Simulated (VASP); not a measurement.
WS2 (Tungstenite):

```
CELL_PARAMETERS angstrom
1.57900 0.91164 6.16333
-1.57900 0.91164 6.16333
0.00000 -1.82327 6.16333
ATOMIC_POSITIONS crystal
W 0.00000 0.00000 0.00000
S 0.58100 0.58100 0.58100
S 0.75030 0.75030 0.75030
```

Base run:

- Program: VASP 6.6.1
- Functional: PBE
- Potentials or basis: VASP PAW PBE potentials, release 64 (W_sv, S)
- Cutoff: 520 eV
- k mesh: 10 × 10 × 10
- Occupations: fermi-dirac, width 0.05 eV
- Spin: no spin polarisation

Its results: band gap on the k mesh 1.08 eV, indirect (least direct gap 2.24 eV); pressure 4.5 GPa; largest force 0.611 eV/Å.

Question: The run is repeated on the same cell with these changes: functional from PBE to LDA; potentials or basis from VASP PAW PBE potentials, release 64 (W_sv, S) to VASP PAW LDA potentials, release 64 (W_sv, S). What comes out?

Answer: Band gap on the k mesh 0.99 eV, indirect (least direct gap 2.23 eV); pressure -3.3 GPa; largest force 0.587 eV/Å.

Caveats: spin-orbit coupling is left out, which moves the levels of the heavy elements.

A k mesh can miss the band edges.
